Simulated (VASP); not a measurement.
# Mn (P6_3/mmc) in VASP: a series of runs

Runs on Mn. Level: PBE. Tasks: single point.

Everything below comes from runs of VASP 6.6.1. Logs are shortened: lines on timing, memory, paths and dates and some standing lists are left out, and cuts for length are marked.

## (1) The cell of the first run

The structure is hexagonal, space group P6_3/mmc (No. 194). Conventional cell: a = 2.380 Å, b = 2.380 Å, c = 3.846 Å, α = 90.00°, β = 90.00°, γ = 120.00°. Mn (site symmetry -6m2) has 12 Mn at 2.36 to 2.38 Å within 3.1 Å.

This isn't the form of Mn at room conditions, which is a 58-atom cubic cell.

## (2) Single point, PBE (9.43 Å³/atom)

File INCAR:

```
PREC = Accurate
ENCUT = 520
EDIFF = 1E-7
ISMEAR = -1
SIGMA = 0.1
LREAL = False
LASPH = True
NELM = 60
ALGO = Normal
ISIF = 2
LWAVE = False
LCHARG = False
GGA = PE
NBANDS = 20
```

File KPOINTS:

```
regular mesh
0
Gamma
  24 24 13
```

File POSCAR:

```
Mn
1.0
    2.3799132626      0.0000000000      0.0000000000
   -1.1899566313      2.0610653442      0.0000000000
    0.0000000000      0.0000000000      3.8460235042
Mn
2
Direct
    0.3333333333      0.6666666667      0.2500000000
    0.6666666667      0.3333333333      0.7500000000
```

Potentials or basis: VASP PAW PBE potentials, release 64 (Mn_pv).

On the command line:

```bash
> cat potpaw_PBE.64/Mn_pv/POTCAR > POTCAR
> mpirun -np 1 vasp_std > vasp.out
```

OUTCAR:

```text
PREC = Accurate
   ENCUT = 520
   EDIFF = 1E-7
   ISMEAR = -1
   LREAL = False
   LASPH = True
   NELM = 60
   ISIF = 2
   GGA = PE

 ion  position               nearest neighbor table
   1  0.333  0.667  0.250-   2 2.36   2 2.36   2 2.36   2 2.36   2 2.36   2 2.36
   2  0.667  0.333  0.750-   1 2.36   1 2.36   1 2.36   1 2.36   1 2.36   1 2.36

  LATTYP: Found a hexagonal cell.
 ALAT       =     2.3799132626
 C/A-ratio  =     1.6160351575

  Lattice vectors:

 A1 = (   2.3799132626,   0.0000000000,   0.0000000000)
 A2 = (  -1.1899566313,   2.0610653442,   0.0000000000)
 A3 = (   0.0000000000,   0.0000000000,   3.8460235042)

Analysis of symmetry for initial positions (statically):
=====================================================================
 Subroutine PRICEL returns:
 Original cell was already a primitive cell.

 Routine SETGRP: Setting up the symmetry group for a
 hexagonal supercell.

 Subroutine GETGRP returns: Found 24 space group operations
 (whereof 12 operations were pure point group operations)
 out of a pool of 24 trial point group operations.

The static configuration has the point symmetry D_3d.
 The point group associated with its full space group is D_6h.

Analysis of symmetry for dynamics (positions and initial velocities):
=====================================================================
 Subroutine PRICEL returns:
 Original cell was already a primitive cell.

 Routine SETGRP: Setting up the symmetry group for a
 hexagonal supercell.

 Subroutine GETGRP returns: Found 24 space group operations
 (whereof 12 operations were pure point group operations)
 out of a pool of 24 trial point group operations.

The dynamic configuration has the point symmetry D_3d.
 The point group associated with its full space group is D_6h.

 Subroutine INISYM returns: Found 24 space group operations
 (whereof 12 operations are pure point group operations),
 and found     1 'primitive' translations

----------------------------------------------------------------------------------------

                                     Primitive cell

  volume of cell :      18.8653

  direct lattice vectors                    reciprocal lattice vectors
     2.379913263  0.000000000  0.000000000     0.420183381  0.242592988  0.000000000
    -1.189956631  2.061065344  0.000000000     0.000000000  0.485185976  0.000000000
     0.000000000  0.000000000  3.846023504     0.000000000  0.000000000  0.260008811

  length of vectors
     2.379913263  2.379913263  3.846023504     0.485185976  0.485185976  0.260008811

  position of ions in fractional coordinates (direct lattice)
     0.333333333  0.666666667  0.250000000
     0.666666667  0.333333333  0.750000000

  ion indices of the primitive-cell ions
   primitive index   ion index
                 1           1
                 2           2

----------------------------------------------------------------------------------------

 KPOINTS: regular mesh

Automatic generation of k-mesh.
 Grid dimensions read from file:
 generate k-points for:   24   24   13

 Generating k-lattice:

  Cartesian coordinates                     Fractional coordinates (reciprocal lattice)
     0.017507641  0.010108041  0.000000000     0.041666667  0.000000000  0.000000000
     0.000000000  0.020216082  0.000000000     0.000000000  0.041666667  0.000000000
     0.000000000  0.000000000  0.020000678     0.000000000  0.000000000  0.076923077

  Length of vectors
     0.020216082  0.020216082  0.020000678

  Shift w.r.t. Gamma in fractional coordinates (k-lattice)
     0.000000000  0.000000000  0.000000000

 Subroutine IBZKPT returns following result:
 ===========================================

 Found    427 irreducible k-points:

 Following reciprocal coordinates:
            Coordinates               Weight
  0.000000  0.000000  0.000000      1.000000
  0.041667  0.000000  0.000000      6.000000
  0.083333 -0.000000  0.000000      6.000000
  0.125000 -0.000000  0.000000      6.000000
  0.166667 -0.000000  0.000000      6.000000
  0.208333 -0.000000  0.000000      6.000000
[... 16 lines left out ...]
  0.416667  0.041667  0.000000     12.000000
  0.458333  0.041667  0.000000     12.000000
 [... further k-points ...]
   k-points           NKPTS =    427   k-points in BZ     NKDIM =    427   number of bands    NBANDS=     20
   number of dos      NEDOS =    301   number of ions     NIONS =      2
   total plane-waves  NPLWV =   9720
   dimension x,y,z NGX =    18 NGY =   18 NGZ =   30
   dimension x,y,z NGXF=    36 NGYF=   36 NGZF=   60
   ions per type =               2
   NGX,Y,Z   is equivalent  to a cutoff of  12.57, 12.57, 12.97 a.u.
   NGXF,Y,Z  is equivalent  to a cutoff of  25.15, 25.15, 25.94 a.u.
 SYSTEM =  unknown system
   PREC   = accura    normal or accurate (medium, high low for compatibility)
   ISTART =      0    job   : 0-new  1-cont  2-samecut
   ICHARG =      2    charge: 1-file 2-atom 10-const
   ISPIN  =      1    spin polarized calculation?
   LNONCOLLINEAR =      F non collinear calculations
   LSORBIT =      F    spin-orbit coupling
   LASPH  =      T    aspherical Exc in radial PAW
   ENCUT  =  520.0 eV  38.22 Ry    6.18 a.u.   4.43  4.43  7.15*2*pi/ulx,y,z
   NELM   =     60;   NELMIN=  2; NELMDL= -5     # of ELM steps
   EDIFF  = 0.1E-06   stopping-criterion for ELM
   LREAL  =      F    real-space projection
   EDIFFG = 0.1E-05   stopping-criterion for IOM
   NSW    =      0    number of steps for IOM
   IBRION =     -1    ionic relax: 0-MD 1-quasi-New 2-CG
   NFREE  =      0    steps in history (QN), initial steepest desc. (CG)
   ISIF   =      2    stress and relaxation
   ISYM   =      2    0-nonsym 1-usesym 2-fastsym
   POTIM  = 0.5000    time-step for ionic-motion
   TEBEG  =    0.0;   TEEND  =   0.0 temperature during run
   PSTRESS=    0.0 pullay stress
   NELECT =      26.0000    total number of electrons
   NUPDOWN=      -1.0000    fix difference up-down
   EMIN   =  10.00;   EMAX   =-10.00  energy-range for DOS
   EFERMI =   0.00;   METHOD = LEGACY
   ISMEAR =    -1;   SIGMA  =   0.10  broadening in eV -4-tet -1-fermi 0-gaus
   EFERMI_NEDOS =   21; number of points for ismear=-14 and -15
   IALGO  =     38    algorithm
   IMIX   =      4    mixing-type and parameters
     AMIX     =   0.40;   BMIX     =  1.00
     AMIX_MAG =   1.60;   BMIX_MAG =  1.00
  volume/ion in A,a.u.               =       9.43        63.65
  Fermi-wavevector in a.u.,A,eV,Ry     =   1.821843  3.442785 45.159271  3.319113
  Thomas-Fermi vector in A             =   2.878123
   LORBIT       =      0    0 simple, 1 ext, 2 COOP (PROOUT), +10 PAW based schemes
   GGA     = PE    functional components
   LHFCALC =     F    Hartree Fock is set to
   AEXX    =    0.0000 exact exchange contribution
   IVDW    =     0    specifies the selected vdW correction
   LEPSILON=     F    determine dielectric tensor
   LRPA    =     F    only Hartree local field effects (RPA)
 non-spin polarized calculation
  energy-cutoff  :      520.00
  volume of cell :       18.87
 maximum number of plane-waves:       537
 NGX is ok and might be reduce to    18
   NGX =  9   NGY =  9   NGZ = 15

 number of electron      25.9999973 magnetization

 Free energy of the ion-electron system (eV)
  ---------------------------------------------------
  ext. energy  EPLUGINS =         0.00000000
  ---------------------------------------------------
  free energy    TOTEN  =       -17.59541842 eV

  energy without entropy =      -17.51553575  energy(sigma->0) =      -17.55547708

 E-fermi :  12.3292     XC(G=0): -14.8248

 val. band max:       12.3279637713   @ k =   0.1667  -0.0000   0.0769
 cond. band min:      12.3291718984   @ k =   0.1667   0.0833   0.3077
 fundamental gap:      0.0012081271
 Fermi energy:        12.3291506189

 k-point     1 :       0.0000    0.0000    0.0000
  band No.  band energies     occupation
      1     -36.2089      2.00000
      2     -35.2034      2.00000
      3     -35.2034      2.00000
      4     -35.0483      2.00000
      5     -35.0483      2.00000
      6     -35.0282      2.00000
[... 12 lines left out ...]
     19      23.2417      0.00000
     20      33.9604      0.00000

 k-point     2 :       0.0417    0.0000    0.0000
  band No.  band energies     occupation
      1     -36.2022      2.00000
      2     -35.2181      2.00000
      3     -35.2081      2.00000
      4     -35.0636      2.00000
      5     -35.0503      2.00000
      6     -35.0306      2.00000
[... 12 lines left out ...]
     19      23.2385      0.00000
     20      33.9148      0.00000

 k-point     3 :       0.0833   -0.0000    0.0000
  band No.  band energies     occupation
      1     -36.1825      2.00000
      2     -35.2611      2.00000
      3     -35.2218      2.00000
      4     -35.1082      2.00000
      5     -35.0563      2.00000
      6     -35.0380      2.00000
[... 12 lines left out ...]
     19      23.2298      0.00000
     20      33.6860      0.00000

 k-point     4 :       0.1250   -0.0000    0.0000
  band No.  band energies     occupation
      1     -36.1503      2.00000
      2     -35.3299      2.00000
      3     -35.2433      2.00000
      4     -35.1783      2.00000
      5     -35.0663      2.00000
      6     -35.0503      2.00000
[... 12 lines left out ...]
     19      23.2186      0.00000
     20      33.0080      0.00000

 k-point     5 :       0.1667   -0.0000    0.0000
  band No.  band energies     occupation
      1     -36.1071      2.00000
      2     -35.4199      2.00000
      3     -35.2706      2.00000
      4     -35.2683      2.00000
      5     -35.0797      2.00000
      6     -35.0677      2.00000
[... 12 lines left out ...]
     19      23.2083      0.00000
     20      31.7691      0.00000

 k-point     6 :       0.2083   -0.0000    0.0000
  band No.  band energies     occupation
      1     -36.0543      2.00000
      2     -35.5251      2.00000
      3     -35.3709      2.00000
      4     -35.3018      2.00000
      5     -35.0960      2.00000
      6     -35.0904      2.00000
[... 12 lines left out ...]
     19      23.1992      0.00000
     20      30.2261      0.00000

 k-point     7 :       0.2500   -0.0000    0.0000
  band No.  band energies     occupation
      1     -35.9941      2.00000
      2     -35.6384      2.00000
      3     -35.4787      2.00000
      4     -35.3346      2.00000
      5     -35.1183      2.00000
      6     -35.1139      2.00000
[... 12 lines left out ...]
     19      23.1776      0.00000
     20      28.6245      0.00000
[... 277 lines left out ...]
 k-point    20 :       0.2917    0.0417    0.0000
  band No.  band energies     occupation
      1     -35.8916      2.00000
      2     -35.8047      2.00000
      3     -35.6391      2.00000
      4     -35.3851      2.00000
      5     -35.1710      2.00000
      6     -35.1496      2.00000
[... 12 lines left out ...]
     19      22.9885      0.00000
     20      26.5338      0.00000

 k-point    21 :       0.3333    0.0417    0.0000
  band No.  band energies     occupation
      1     -35.9029      2.00000
      2     -35.8251      2.00000
      3     -35.7254      2.00000
      4     -35.4148      2.00000
      5     -35.2092      2.00000
      6     -35.1666      2.00000
[... 12 lines left out ...]
     19      22.5421      0.00000
     20      25.7518      0.00000

 k-point    22 :       0.3750    0.0417    0.0000
  band No.  band energies     occupation
      1     -35.9830      2.00000
      2     -35.7953      2.00000
      3     -35.7631      2.00000
      4     -35.4386      2.00000
      5     -35.2482      2.00000
      6     -35.1806      2.00000
[... 12 lines left out ...]
     19      23.5968      0.00000
     20      25.6260      0.00000

 k-point    23 :       0.4167    0.0417    0.0000
  band No.  band energies     occupation
      1     -36.0396      2.00000
      2     -35.8444      2.00000
      3     -35.7122      2.00000
      4     -35.4553      2.00000
      5     -35.2827      2.00000
      6     -35.1906      2.00000
[... 12 lines left out ...]
     19      24.5653      0.00000
     20      25.8538      0.00000

 k-point    24 :       0.4583    0.0417    0.0000
  band No.  band energies     occupation
      1     -36.0688      2.00000
      2     -35.8697      2.00000
      3     -35.6821      2.00000
      4     -35.4639      2.00000
      5     -35.3043      2.00000
      6     -35.1958      2.00000
[... 12 lines left out ...]
     19      25.2601      0.00000
     20      26.1028      0.00000

 [... further k-points ...]

------------------------ aborting loop because EDIFF is reached ----------------------------------------

  FORCE on cell =-STRESS in cart. coord.  units (eV):
  Direction    XX          YY          ZZ          XY          YZ          ZX
  --------------------------------------------------------------------------------------
  -------------------------------------------------------------------------------------
  Total        5.5812471      5.5812471      5.5568162      0.0000000      0.0000000      0.0000000
  in kB      473.9985470    473.9985470    471.9236996      0.0000000      0.0000000      0.0000000
  external PRESSURE =     473.3069312 kB  Pullay stress =       0.0000000 kB

 VOLUME and BASIS-vectors are now :
 -----------------------------------------------------------------------------
  energy-cutoff  :      520.00
  volume of cell :       18.87
      direct lattice vectors                 reciprocal lattice vectors
     2.379913263  0.000000000  0.000000000     0.420183381  0.242592988  0.000000000
    -1.189956631  2.061065344  0.000000000     0.000000000  0.485185976  0.000000000
     0.000000000  0.000000000  3.846023504     0.000000000  0.000000000  0.260008811

 POSITION                                       TOTAL-FORCE (eV/Angst)
 -----------------------------------------------------------------------------------
     -0.00000      1.37404      0.96151        -0.000000     -0.000000      0.000000
      1.18996      0.68702      2.88452         0.000000      0.000000      0.000000
 -----------------------------------------------------------------------------------
    total drift:                               -0.000000      0.000000     -0.000000

  FREE ENERGIE OF THE ION-ELECTRON SYSTEM (eV)
  ---------------------------------------------------
  free  energy   TOTEN  =       -17.5954184233 eV

  energy  without entropy=      -17.5155357458  energy(sigma->0) =      -17.55547708
```

Run time: 59 s. Hardware: 1 thread of Intel Xeon 6975P-C (Granite Rapids), shared host; peak memory 0.24 GiB.

What came out:

```yaml
Free_energy: -17.5954 eV
Pressure: 47.3 GPa
Band_gap_on_the_k_mesh: zero (bands 13 and 14 overlap by 2.53 eV)
```

Levels at points of the mesh, in eV from the Fermi level:
| k point | band 11 | band 12 | band 13 | band 14 | band 15 | band 16 |
| --- | --- | --- | --- | --- | --- | --- |
| (0.00, 0.00, 0.00) | -1.17 | -0.59 | -0.59 | 0.03 | 0.03 | 1.01 |
| (0.50, 0.00, 0.00) | -1.42 | -1.09 | -0.48 | 2.17 | 2.36 | 2.44 |

Caveat: the cell stands under pressure; the run has no spin polarisation, though such a crystal can be magnetic.

## (3) Single point, PBE (9.86 Å³/atom)

This run uses another cell than the first one, of 9.86 Å³/atom.

File INCAR:

```
SYSTEM = Mn
PREC = Accurate ; ENCUT = 520
EDIFF = 1E-7 ; ISMEAR = -1
SIGMA = 0.1 ; LREAL = .FALSE.
LASPH = .TRUE. ; NELM = 60
ALGO = Normal ; ISIF = 2
LWAVE = .FALSE. ; LCHARG = .FALSE.
GGA = PE ; NBANDS = 20
```

File KPOINTS:

```
Automatic mesh
0
G
  24 24 13
  0 0 0
```

File POSCAR:

```
Mn
1.0
    2.4154395937      0.0000000000      0.0000000000
   -1.2077197968      2.0918320495      0.0000000000
    0.0000000000      0.0000000000      3.9034353043
Mn
2
Direct
    0.3333333333      0.6666666667      0.2500000000
    0.6666666667      0.3333333333      0.7500000000
```

Potentials or basis: VASP PAW PBE potentials, release 64 (Mn_pv).

On the command line:

```bash
> cat potpaw_PBE.64/Mn_pv/POTCAR > POTCAR
> mpirun -np 1 vasp_std > vasp.out
```

Run time: 52 s. Hardware: 1 thread of Intel Xeon 6975P-C (Granite Rapids), shared host; peak memory 0.24 GiB.

Results (log left out):

```yaml
Free_energy: -17.7955 eV
Pressure: 28.0 GPa
Band_gap_on_the_k_mesh: zero (bands 13 and 14 overlap by 2.37 eV)
```

Stress tensor (GPa, compression positive):
```
28.01  0.00  0.00
 0.00 28.01  0.00
 0.00  0.00 27.86
```

Levels at points of the mesh, in eV from the Fermi level:
```tsv
k point	band 9	band 10	band 11	band 12	band 13	band 14	band 15	band 16	band 17	band 18
(0.00, 0.00, 0.00)	-1.09	-1.09	-1.09	-0.55	-0.55	0.03	0.03	0.90	1.81	1.81
(0.50, 0.00, 0.00)	-4.14	-1.40	-1.33	-1.03	-0.45	2.04	2.22	2.29	4.01	6.33
```

Caveat: the cell stands under pressure; the run has no spin polarisation, though such a crystal can be magnetic. Spin polarisation is off, so any magnetic state and its effect on volume and gap are missing.
